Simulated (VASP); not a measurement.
# Cs (Im-3m) in VASP: a series of runs

Cs is run at these levels: PBEsol+D3(BJ), PBE; tasks: single point.

All numbers are computed with VASP 6.6.1; they aren't measurements. Logs are shortened: lines on timing, memory, paths and dates and some standing lists are left out, and cuts for length are marked.

**1. The cell of the first run**

It takes space group Im-3m (No. 229, cubic). The conventional cell has a = 6.257 Å, b = 6.257 Å, c = 6.257 Å, α = 90.00°, β = 90.00°, γ = 90.00°.

**2. Single point, PBEsol+D3(BJ)**

INCAR

```
SYSTEM = Cs
PREC = Accurate
ENCUT = 500
EDIFF = 1E-6
ISMEAR = 0
SIGMA = 0.15
LREAL = .FALSE.
LASPH = .TRUE.
NELM = 120
ALGO = Normal
ISIF = 2
LWAVE = .FALSE.
LCHARG = .FALSE.
GGA = PS
IVDW = 12
NBANDS = 10
GGA_COMPAT = .FALSE.
```

KPOINTS

```
regular mesh
0
G
  6 6 6
  0 0 0
```

POSCAR

```
Cs
1.0
   -3.1284650600      3.1284650600      3.1284650600
    3.1284650600     -3.1284650600      3.1284650600
    3.1284650600      3.1284650600     -3.1284650600
Cs
1
Direct
    0.0000000000      0.0000000000      0.0000000000
```

Potentials or basis: VASP PAW PBE potentials, release 64 (Cs_sv).

On the command line:

```sh
> cat potpaw_PBE.64/Cs_sv/POTCAR > POTCAR
> mpirun -np 1 vasp_std > vasp.out
```

OUTCAR:

```text
SYSTEM = Cs
   PREC = Accurate
   ENCUT = 500
   EDIFF = 1E-6
   ISMEAR = 0
   LREAL = .FALSE.
   LASPH = .TRUE.
   NELM = 120
   ISIF = 2
   GGA = PS
   IVDW = 12
 IVDW          = 12

 ion  position               nearest neighbor table
   1  0.000  0.000  0.000-

  LATTYP: Found a body centered cubic cell.
 ALAT       =     6.2569301200

  Lattice vectors:

 A1 = (  -3.1284650600,   3.1284650600,   3.1284650600)
 A2 = (   3.1284650600,  -3.1284650600,   3.1284650600)
 A3 = (   3.1284650600,   3.1284650600,  -3.1284650600)

Analysis of symmetry for initial positions (statically):
=====================================================================
 Subroutine PRICEL returns:
 Original cell was already a primitive cell.

 Routine SETGRP: Setting up the symmetry group for a
 body centered cubic supercell.

 Subroutine GETGRP returns: Found 48 space group operations
 (whereof 48 operations were pure point group operations)
 out of a pool of 48 trial point group operations.

The static configuration has the point symmetry O_h .

Analysis of symmetry for dynamics (positions and initial velocities):
=====================================================================
 Subroutine PRICEL returns:
 Original cell was already a primitive cell.

 Routine SETGRP: Setting up the symmetry group for a
 body centered cubic supercell.

 Subroutine GETGRP returns: Found 48 space group operations
 (whereof 48 operations were pure point group operations)
 out of a pool of 48 trial point group operations.

The dynamic configuration has the point symmetry O_h .

 Subroutine INISYM returns: Found 48 space group operations
 (whereof 48 operations are pure point group operations),
 and found     1 'primitive' translations

----------------------------------------------------------------------------------------

                                     Primitive cell

  volume of cell :     122.4768

  direct lattice vectors                    reciprocal lattice vectors
    -3.128465060  3.128465060  3.128465060     0.000000000  0.159822785  0.159822785
     3.128465060 -3.128465060  3.128465060     0.159822785  0.000000000  0.159822785
     3.128465060  3.128465060 -3.128465060     0.159822785  0.159822785  0.000000000

  length of vectors
     5.418660434  5.418660434  5.418660434     0.226023551  0.226023551  0.226023551

  position of ions in fractional coordinates (direct lattice)
     0.000000000  0.000000000  0.000000000

  ion indices of the primitive-cell ions
   primitive index   ion index
                 1           1
[... 68 lines left out ...]
   NFREE  =      0    steps in history (QN), initial steepest desc. (CG)
   ISIF   =      2    stress and relaxation
   ISYM   =      2    0-nonsym 1-usesym 2-fastsym
   POTIM  = 0.5000    time-step for ionic-motion
   TEBEG  =    0.0;   TEEND  =   0.0 temperature during run
   PSTRESS=    0.0 pullay stress
   NELECT =       9.0000    total number of electrons
   NUPDOWN=      -1.0000    fix difference up-down
   EMIN   =  10.00;   EMAX   =-10.00  energy-range for DOS
   EFERMI =   0.00;   METHOD = LEGACY
   ISMEAR =     0;   SIGMA  =   0.15  broadening in eV -4-tet -1-fermi 0-gaus
   EFERMI_NEDOS =   21; number of points for ismear=-14 and -15
   IALGO  =     38    algorithm
   IMIX   =      4    mixing-type and parameters
     AMIX     =   0.40;   BMIX     =  1.00
     AMIX_MAG =   1.60;   BMIX_MAG =  1.00
  volume/ion in A,a.u.               =     122.48       826.51
  Fermi-wavevector in a.u.,A,eV,Ry     =   0.685706  1.295796  6.397353  0.470192
  Thomas-Fermi vector in A             =   1.765724
   LORBIT       =      0    0 simple, 1 ext, 2 COOP (PROOUT), +10 PAW based schemes
   GGA     = PS    functional components
   LHFCALC =     F    Hartree Fock is set to
   AEXX    =    0.0000 exact exchange contribution
   IVDW    =    12    specifies the selected vdW correction
   LEPSILON=     F    determine dielectric tensor
   LRPA    =     F    only Hartree local field effects (RPA)
 non-spin polarized calculation
 Gauss-broadening in eV      SIGMA  =   0.15
  energy-cutoff  :      500.00
  volume of cell :      122.48
 maximum number of plane-waves:      3138
   NGX = 19   NGY = 19   NGZ = 19

 number of electron       8.9999999 magnetization

 Free energy of the ion-electron system (eV)
  ---------------------------------------------------
  ext. energy  EPLUGINS =         0.00000000
  ---------------------------------------------------
  free energy    TOTEN  =        -0.93333826 eV

  energy without entropy =       -0.91094756  energy(sigma->0) =       -0.92214291

 E-fermi :   0.2277     XC(G=0):  -5.3152

 val. band max:        0.1063441538   @ k =   0.1667   0.1667   0.1667
 cond. band min:       0.2490741681   @ k =   0.3333   0.1667  -0.0000
 fundamental gap:      0.1427300143
 Fermi energy:         0.2276568029

 k-point     1 :       0.0000    0.0000    0.0000
  band No.  band energies     occupation
      1     -23.6594      2.00000
      2     -10.3874      2.00000
      3     -10.3874      2.00000
      4     -10.3874      2.00000
      5      -1.3907      2.00000
      6       2.6882      0.00000
      7       2.6882      0.00000
      8       2.6882      0.00000
      9       3.5162      0.00000
     10       3.5162      0.00000
[... 183 lines left out ...]
 k-point    16 :       0.5000    0.5000    0.5000
  band No.  band energies     occupation
      1     -23.6506      2.00000
      2     -10.4673      2.00000
      3     -10.4673      2.00000
      4     -10.4673      2.00000
      5       0.9372      0.00000
      6       0.9372      0.00000
      7       3.0739      0.00000
      8       3.0739      0.00000
      9       3.0739      0.00000
     10       4.3700      0.00000

------------------------ aborting loop because EDIFF is reached ----------------------------------------

 Edisp (eV)   -0.10632

 E8    (eV) :    -0.0850

  FORCE on cell =-STRESS in cart. coord.  units (eV):
  Direction    XX          YY          ZZ          XY          YZ          ZX
  --------------------------------------------------------------------------------------
  -------------------------------------------------------------------------------------
  Total      -0.25546    -0.25546    -0.25546     0.00000    -0.00000     0.00000
  in kB      -3.34179    -3.34179    -3.34179     0.00000    -0.00000     0.00000
  external pressure =       -3.34 kB  Pullay stress =        0.00 kB

 VOLUME and BASIS-vectors are now :
 -----------------------------------------------------------------------------
  energy-cutoff  :      500.00
  volume of cell :      122.48
      direct lattice vectors                 reciprocal lattice vectors
    -3.128465060  3.128465060  3.128465060     0.000000000  0.159822785  0.159822785
     3.128465060 -3.128465060  3.128465060     0.159822785  0.000000000  0.159822785
     3.128465060  3.128465060 -3.128465060     0.159822785  0.159822785  0.000000000

 POSITION                                       TOTAL-FORCE (eV/Angst)
 -----------------------------------------------------------------------------------
      0.00000      0.00000      0.00000        -0.000000     -0.000000      0.000000
 -----------------------------------------------------------------------------------
    total drift:                               -0.000000     -0.000000     -0.000000

  FREE ENERGIE OF THE ION-ELECTRON SYSTEM (eV)
  ---------------------------------------------------
  free  energy   TOTEN  =        -1.0396566744 eV

  energy  without entropy=       -1.0172659717  energy(sigma->0) =       -1.02846132
```

OSZICAR:

```text
N       E                     dE             d eps       ncg     rms          rms(c)
DAV:   1     0.552209215181E+02    0.55221E+02   -0.27473E+03   320   0.598E+02
DAV:   2     0.417420562879E+01   -0.51047E+02   -0.49824E+02   428   0.103E+02
DAV:   3    -0.857042569705E+00   -0.50312E+01   -0.50257E+01   372   0.403E+01
DAV:   4    -0.931761661389E+00   -0.74719E-01   -0.74707E-01   384   0.570E+00
DAV:   5    -0.932233936610E+00   -0.47228E-03   -0.47227E-03   448   0.450E-01    0.127E-01
DAV:   6    -0.932627514507E+00   -0.39358E-03   -0.88963E-04   392   0.149E-01    0.909E-02
DAV:   7    -0.933305795486E+00   -0.67828E-03   -0.31744E-03   378   0.296E-01    0.275E-02
DAV:   8    -0.933337695905E+00   -0.31900E-04   -0.83865E-05   364   0.545E-02    0.448E-03
DAV:   9    -0.933338703318E+00   -0.10074E-05   -0.31355E-06   492   0.908E-03    0.266E-03
DAV:  10    -0.933338263905E+00    0.43941E-06   -0.54913E-07   230   0.388E-03
   1 F= -.10396567E+01 E0= -.10284613E+01  d E =-.223907E-01
```

It took 9.5 s on 1 thread of AMD EPYC 7R13 (Zen 3), shared host; peak memory 0.21 GiB.

Results:

* Free energy: -1.0397 eV
* Pressure: -0.3 GPa
* Band gap on the k mesh: zero (an odd number of electrons rules out a gap without spin polarisation)
* Dispersion energy per atom: -0.106 eV

Caveat: three body term missing; the PAW data sets were made with another functional, which shifts forces and pressure a little; spin-orbit coupling is left out, which moves the levels of the heavy elements.

**3. Single point, PBEsol+D3(BJ)**

INCAR

```
SYSTEM = Cs
PREC = Accurate
ENCUT = 520
EDIFF = 1E-6
ISMEAR = -5
SIGMA = 0.05
LREAL = .FALSE.
LASPH = .TRUE.
NELM = 80
ALGO = Normal
ISIF = 2
LWAVE = .FALSE.
LCHARG = .FALSE.
GGA = PS
IVDW = 12
NBANDS = 10
```

KPOINTS is that of step 2.

POSCAR

```
Cs
1.0
   -3.1284650614      3.1284650614      3.1284650614
    3.1284650614     -3.1284650614      3.1284650614
    3.1284650614      3.1284650614     -3.1284650614
Cs
1
Direct
    0.0000000000      0.0000000000      0.0000000000
```

Potentials or basis: VASP PAW PBE potentials, release 64 (Cs_sv).

On the command line:

```sh
> cat potpaw_PBE.64/Cs_sv/POTCAR > POTCAR
> mpirun -np 1 vasp_std > vasp.out
```

It took 12 s on 1 thread of Intel Xeon Platinum 8488C (Sapphire Rapids), shared host; peak memory 0.23 GiB.

It converged, with:

```
Free energy                : -1.0426 eV
Pressure                   : -0.4 GPa
Band gap on the k mesh     : zero (an odd number of electrons rules out a gap without spin polarisation)
Dispersion energy per atom : -0.106 eV
```

Levels at points of the mesh, in eV from the Fermi level:
```csv
k point,band 1,band 2,band 3,band 4,band 5,band 6,band 7,band 8
"(0.00, 0.00, 0.00)",-23.91,-10.63,-10.63,-10.63,-1.63,2.44,2.44,2.44
"(0.50, 0.00, 0.00)",-23.90,-10.74,-10.67,-10.63,0.04,0.80,1.64,3.08
"(0.50, 0.50, 0.50)",-23.90,-10.71,-10.71,-10.71,0.69,0.69,2.83,2.83
```

Caveat: the PAW data sets were made with another functional, which shifts forces and pressure a little; spin-orbit coupling is left out, which moves the levels of the heavy elements; tetrahedron occupations give inexact forces and stress in metals.

**4. Single point, PBE**

INCAR

```
SYSTEM = Cs
PREC = Accurate ; ENCUT = 520
EDIFF = 1E-6 ; ISMEAR = -1
SIGMA = 0.1 ; LREAL = .FALSE.
LASPH = .TRUE. ; NELM = 100
ALGO = Fast ; ISIF = 2
LWAVE = .FALSE. ; LCHARG = .TRUE.
GGA = PE ; LELF = .TRUE.
LVHAR = .TRUE. ; NBANDS = 10
```

KPOINTS is that of step 3.

POSCAR is that of step 3.

Potentials or basis: VASP PAW PBE potentials, release 64 (Cs_sv).

On the command line:

```sh
> cat potpaw_PBE.64/Cs_sv/POTCAR > POTCAR
> mpirun -np 1 vasp_std > vasp.out
```

OUTCAR:

```text
SYSTEM = Cs
   PREC = Accurate
   ENCUT = 520
   EDIFF = 1E-6
   ISMEAR = -1
   LREAL = .FALSE.
   LASPH = .TRUE.
   NELM = 100
   ISIF = 2
   GGA = PE

 ion  position               nearest neighbor table
   1  0.000  0.000  0.000-

  LATTYP: Found a body centered cubic cell.
 ALAT       =     6.2569301228

  Lattice vectors:

 A1 = (  -3.1284650614,   3.1284650614,   3.1284650614)
 A2 = (   3.1284650614,  -3.1284650614,   3.1284650614)
 A3 = (   3.1284650614,   3.1284650614,  -3.1284650614)

Analysis of symmetry for initial positions (statically):
=====================================================================
 Subroutine PRICEL returns:
 Original cell was already a primitive cell.

 Routine SETGRP: Setting up the symmetry group for a
 body centered cubic supercell.

 Subroutine GETGRP returns: Found 48 space group operations
 (whereof 48 operations were pure point group operations)
 out of a pool of 48 trial point group operations.

The static configuration has the point symmetry O_h .

Analysis of symmetry for dynamics (positions and initial velocities):
[... 152 lines left out ...]
 fundamental gap:      0.1421419876
 Fermi energy:         0.2956520409

 k-point     1 :       0.0000    0.0000    0.0000
  band No.  band energies     occupation
      1     -23.5906      2.00000
      2     -10.3423      2.00000
      3     -10.3423      2.00000
      4     -10.3423      2.00000
      5      -1.3119      2.00000
      6       2.7561      0.00000
      7       2.7561      0.00000
      8       2.7561      0.00000
      9       3.5705      0.00000
     10       3.5705      0.00000
[... 183 lines left out ...]
 k-point    16 :       0.5000    0.5000    0.5000
  band No.  band energies     occupation
      1     -23.5818      2.00000
      2     -10.4216      2.00000
      3     -10.4216      2.00000
      4     -10.4216      2.00000
      5       1.0017      0.00172
      6       1.0017      0.00172
      7       3.1586      0.00000
      8       3.1586      0.00000
      9       3.1586      0.00000
     10       4.4480      0.00000

------------------------ aborting loop because EDIFF is reached ----------------------------------------

  FORCE on cell =-STRESS in cart. coord.  units (eV):
  Direction    XX          YY          ZZ          XY          YZ          ZX
  --------------------------------------------------------------------------------------
  -------------------------------------------------------------------------------------
  Total       -0.0684241     -0.0684241     -0.0684241      0.0000000      0.0000000     -0.0000000
  in kB       -0.8950883     -0.8950883     -0.8950883      0.0000000      0.0000000     -0.0000000
  external PRESSURE =      -0.8950883 kB  Pullay stress =       0.0000000 kB

 VOLUME and BASIS-vectors are now :
 -----------------------------------------------------------------------------
  energy-cutoff  :      520.00
  volume of cell :      122.48
      direct lattice vectors                 reciprocal lattice vectors
    -3.128465061  3.128465061  3.128465061     0.000000000  0.159822785  0.159822785
     3.128465061 -3.128465061  3.128465061     0.159822785  0.000000000  0.159822785
     3.128465061  3.128465061 -3.128465061     0.159822785  0.159822785  0.000000000

 POSITION                                       TOTAL-FORCE (eV/Angst)
 -----------------------------------------------------------------------------------
      0.00000      0.00000      0.00000        -0.000000      0.000000      0.000000
 -----------------------------------------------------------------------------------
    total drift:                               -0.000000      0.000000     -0.000000

  FREE ENERGIE OF THE ION-ELECTRON SYSTEM (eV)
  ---------------------------------------------------
  free  energy   TOTEN  =        -0.8665351472 eV

  energy  without entropy=       -0.8197737722  energy(sigma->0) =       -0.84315446
```

stdout:

```text
POSCAR found type information on POSCAR Cs
 POSCAR found :  1 types and       1 ions
 scaLAPACK will be used
 LDA part: xc-table for (Slater+PW92), standard interpolation
 POSCAR, INCAR and KPOINTS ok, starting setup
 FFT: planning ... GRIDC
 FFT: planning ... GRID_SOFT
 FFT: planning ... GRID
 WAVECAR not read
 entering main loop
```

It took 16 s on 1 thread of Intel Xeon Platinum 8488C (Sapphire Rapids), shared host; peak memory 0.22 GiB.

Results:

```
Free energy            : -0.8665 eV
Pressure               : -0.1 GPa
Band gap on the k mesh : zero (an odd number of electrons rules out a gap without spin polarisation)
```

Caveat: spin-orbit coupling is left out, which moves the levels of the heavy elements.

(Part 1 of 2 ends here.)
